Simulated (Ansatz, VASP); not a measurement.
# Two plane-wave programs on Sn3PbSe4

The input INCAR:

```
PREC     = Accurate       # precision mode
ENCUT    = 520            # plane-wave cutoff, eV
EDIFF    = 1E-7           # SCF threshold, eV
ISMEAR   = 0              # smearing method
SIGMA    = 0.1            # smearing width, eV
LREAL    = False          # projectors in reciprocal space
LASPH    = True           # aspherical terms in the spheres
NELM     = 60             # most SCF steps
ALGO     = Normal         # electronic algorithm
ISIF     = 2              # what is computed and relaxed
LWAVE    = False          # write WAVECAR
LCHARG   = True           # write CHGCAR
GGA      = PE             # functional
LELF     = True           # ELF
LVHAR    = True         
NBANDS   = 50             # bands
```

Contents of KPOINTS:

```
regular mesh
0
Gamma
  4 4 2
```

File POSCAR:

```
Sn3PbSe4
1.0
    4.3212560100      0.0000000000      0.0000000000
    0.0000000000      4.3212560100      0.0000000000
    0.0000000000      0.0000000000     12.2223577100
Sn Pb Se
3 1 4
Direct
    0.0000000000      0.0000000000      0.7500000000
    0.0000000000      0.0000000000      0.2500000000
    0.5000000000      0.5000000000      0.5000000000
    0.5000000000      0.5000000000      0.0000000000
    0.0000000000      0.0000000000      0.0000000000
    0.5000000000      0.5000000000      0.2500000000
    0.0000000000      0.0000000000      0.5000000000
    0.5000000000      0.5000000000      0.7500000000
```

Input for Ansatz:

```yaml
crystal:
  lattice:
    - [4.32125601, 0.0, 0.0]
    - [0.0, 4.32125601, 0.0]
    - [0.0, 0.0, 12.22235771]
  atoms:
    - { symbol: Sn, position: [0.0, 0.0, 0.75] }
    - { symbol: Sn, position: [0.0, 0.0, 0.25] }
    - { symbol: Sn, position: [0.5, 0.5, 0.5] }
    - { symbol: Pb, position: [0.5, 0.5, 0.0] }
    - { symbol: Se, position: [0.0, 0.0, 0.0] }
    - { symbol: Se, position: [0.5, 0.5, 0.25] }
    - { symbol: Se, position: [0.0, 0.0, 0.5] }
    - { symbol: Se, position: [0.5, 0.5, 0.75] }
basis:
  ecutwfc: 420
kpoints:
  mp_grid: { grid: [4, 4, 2] }
hamiltonian:
  xc: pbe
scf:
  occupations: { method: gaussian, width: 0.1 }
  lower_state_search: "off"
output:
  forces: true
  stress: true
  eigenvalues: true
```

Alike in both runs: task single point; functional PBE; k mesh 4 × 4 × 2; occupations gaussian, width 0.1 eV; no spin polarisation.

|  | VASP | Ansatz |
| --- | --- | --- |
| version | VASP 6.6.1 | Ansatz 0.2.0 |
| potentials or method | VASP PAW PBE potentials, release 64 (Sn_d, Pb_d, Se), cutoff 520 eV | scalar-relativistic, plane waves, PAW |
| valence electrons in the cell | 80 | 120 |

VASP gave:

| Quantity | Value |
| --- | --- |
| gap on the k mesh at the Fermi level (eV) | 0.09 |
| least direct gap on the mesh (eV) | 0.09 |
| pressure (GPa) | -0.6 |
| rms of the force components (eV/Å) | 0.062 |

Task: What did Ansatz give for the same quantities?

Result: gap on the k mesh at the Fermi level (eV): 0.10; least direct gap on the mesh (eV): 0.10; pressure (GPa): -0.6; rms of the force components (eV/Å): 0.062.

Atom by atom the forces differ by 0.000 eV/Å (rms over components). VASP's potentials hold 80 valence electrons a cell and Ansatz's 120, so a difference there can come from the potentials and not from the codes.

Spin-orbit coupling is off throughout.
